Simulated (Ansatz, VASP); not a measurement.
**W: VASP beside Ansatz**

```
W
1.0
     0.00000    2.72259    2.72259
     2.72259    0.00000    2.72259
     2.72259    2.72259    0.00000
W
2
Direct
  0.85250 0.88250 0.88250
  0.14750 0.11750 0.11750
```

Change from the starting cell: shortest bond scaled by 0.94, LAPW.

Alike in both runs: task single point; functional PBEsol; k mesh 10 × 10 × 10; occupations fermi-dirac, width 0.05 eV; no spin polarisation.

```csv
,VASP,Ansatz
version,VASP 6.6.1,Ansatz 0.2.0
potentials or method,"VASP PAW PBE potentials, release 64 (W_sv), cutoff 520 eV","all-electron LAPW, scalar-relativistic"
```

|  | VASP | Ansatz | Ansatz less VASP |
| --- | --- | --- | --- |
| pressure (GPa) | 32.7 | 30.2 | -2.50 |
| traceless stress, the component that is largest in VASP (GPa) | -10.48 | -9.46 | +1.022 |
| rms of the force components (eV/Å) | 1.339 | 1.140 | -0.1985 |

VASP's potentials were made for PBE, not for PBEsol. Atom by atom the forces differ by 0.199 eV/Å (rms over components). Both programs put the cell under a high pressure, so it lies far from rest at this level. Ansatz ran all-electron here, and VASP with PAW potentials.

Spin-orbit coupling is off throughout.
